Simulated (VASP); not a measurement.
Here is a VASP 6.6.1 calculation.

Contents of INCAR:

```
PREC = Accurate
ENCUT = 520
EDIFF = 1E-6
ISMEAR = 0
SIGMA = 0.15
LREAL = F
LASPH = T
NELM = 100
ALGO = Normal
ISIF = 2
LWAVE = F
LCHARG = F
GGA = PS
NBANDS = 21
```

KPOINTS

```
Automatic mesh
0
Gamma
  14 14 10
```

The input POSCAR:

```
ZrH
1.0
    3.2427916985      0.0000000000      0.0000000000
    0.0000000000      3.2427916985      0.0000000000
    0.0000000000      0.0000000000      4.9480000000
Zr H
2 2
Direct
    0.0327082425      0.4672917575      0.0000000000
    0.5327082425     -0.0327082425      0.5000000000
    0.0000000000      0.0000000000      0.7500000000
    0.0000000000      0.0000000000      0.2500000000
```

Potentials or basis: VASP PAW PBE potentials, release 64 (Zr_sv, H).

Command:

```bash
$ cat potpaw_PBE.64/Zr_sv/POTCAR potpaw_PBE.64/H/POTCAR > POTCAR
$ mpirun -np 1 vasp_std > vasp.out
```

(1) What does it give for the pressure?

(2) Predict the largest force.

Results:

(1) -2.0 GPa.

(2) 0.872 eV/Å.

Caveat: the cell differs from its parent crystal (all Zr atoms moved +0.150 Å, as atom 1 along Cartesian [1 -1 0]); the PAW data sets were made with another functional, which shifts forces and pressure a little.
